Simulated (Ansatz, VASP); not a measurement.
## MgO in VASP and in Ansatz

Contents of INCAR:

```
SYSTEM = MgO
PREC = Accurate
ENCUT = 520
EDIFF = 1E-7
ISMEAR = 0
SIGMA = 0.05
LREAL = .FALSE.
LASPH = .TRUE.
NELM = 60
ALGO = Normal
ISIF = 2
LWAVE = .FALSE.
LCHARG = .FALSE.
GGA = PE
NBANDS = 16
```

File KPOINTS:

```
Automatic mesh
0
G
  9 9 6
  0 0 0
```

File POSCAR:

```
MgO
1.0
    3.3805000000      0.0000000000      0.0000000000
   -1.6902500000      2.9275988775      0.0000000000
    0.0000000000      0.0000000000      4.2393824570
Mg O
2 2
Direct
    0.6666666667      0.3333333333      0.7500000000
    0.3333333333      0.6666666667      0.2500000000
    0.6666666667      0.3333333333      0.2500000000
    0.3333333333      0.6666666667      0.7500000000
```

Input for Ansatz:

```yaml
crystal:
  lattice:
    - [3.3805, 0.0, 0.0]
    - [-1.69025, 2.9275988775, 0.0]
    - [0.0, 0.0, 4.239382457]
  atoms:
    - { symbol: Mg, position: [0.6666666667, 0.3333333333, 0.75] }
    - { symbol: Mg, position: [0.3333333333, 0.6666666667, 0.25] }
    - { symbol: O, position: [0.6666666667, 0.3333333333, 0.25] }
    - { symbol: O, position: [0.3333333333, 0.6666666667, 0.75] }
basis:
  ecutwfc: 520.0
kpoints:
  mp_grid: { grid: [9, 9, 6] }
hamiltonian:
  xc: pbe
  pseudopotentials: { kind: paw, azcp: { folder: soft_1 } }
scf:
  occupations: { method: gaussian, width: 0.05 }
output:
  forces: true
  stress: true
  eigenvalues: true
```

Alike in both runs: task single point; functional PBE; k mesh 9 × 9 × 6; occupations gaussian, width 0.05 eV; no spin polarisation.

```csv
,VASP,Ansatz
version,VASP 6.6.1,Ansatz 0.2.0
potentials or method,"VASP PAW PBE potentials, release 64 (Mg, O), cutoff 520 eV","scalar-relativistic, plane waves, PAW"
valence electrons in the cell,16,32
```

Ansatz gave:

| Quantity | Value |
| --- | --- |
| gap on the k mesh at the Fermi level (eV) | 3.66 |
| least direct gap on the mesh (eV) | 3.66 |
| pressure (GPa) | 12.2 |
| traceless stress, the component that is largest in VASP (GPa) | -5.65 |

**Question.** Estimate VASP's values.

**Answer.** gap on the k mesh at the Fermi level (eV): 3.64; least direct gap on the mesh (eV): 3.64; pressure (GPa): 11.7; traceless stress, the component that is largest in VASP (GPa): -5.86.

VASP's potentials hold 16 valence electrons a cell and Ansatz's 32, so a difference there can come from the potentials and not from the codes.
